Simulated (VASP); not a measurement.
Write the native input for VASP 6.6.1 that does the following.

- Task: single point
- Functional: PBE
- Potentials or basis: VASP PAW PBE potentials, release 64 (Pt)
- Cutoff: 520 eV
- k mesh: 8 × 8 × 8
- Occupations: fermi-dirac, width 0.04 eV
- Spin: no spin polarisation
- Dipole correction: no
- Further INCAR settings: ALGO = Normal; EDIFF = 1e-07; NBANDS = 11

The structure of Pt lies in POSCAR:

```
Pt
1.0
    0.0000000000      1.9609000000      1.9609000000
    1.9609000000      0.0000000000      1.9609000000
    1.9609000000      1.9609000000      0.0000000000
Pt
1
Direct
    0.0000000000      0.0000000000      0.0000000000
```

One way to write it, as run:

INCAR

```
PREC = Accurate
ENCUT = 520
EDIFF = 1E-7
ISMEAR = -1
SIGMA = 0.04
LREAL = F
LASPH = T
NELM = 80
ALGO = Normal
ISIF = 2
LWAVE = F
LCHARG = F
GGA = PE
NBANDS = 11
```

KPOINTS

```
regular mesh
0
Gamma
  8 8 8
```

Potentials or basis: VASP PAW PBE potentials, release 64 (Pt).

Run with:

```sh
$ cat potpaw_PBE.64/Pt/POTCAR > POTCAR
$ mpirun -np 1 vasp_std > vasp.out
```

Results of the run:

```
Pressure               : 8.9 GPa
Band gap on the k mesh : zero (band 5 reaches 11.72 eV, above the bottom of band 6 at 9.50 eV)
```

Caveat: spin-orbit coupling is left out, which moves the levels of the heavy elements.

Wall time 2.6 s on 1 thread of Intel(R) Xeon(R) 6975P-C (Granite Rapids), on a shared host, peak memory 0.14 GiB.
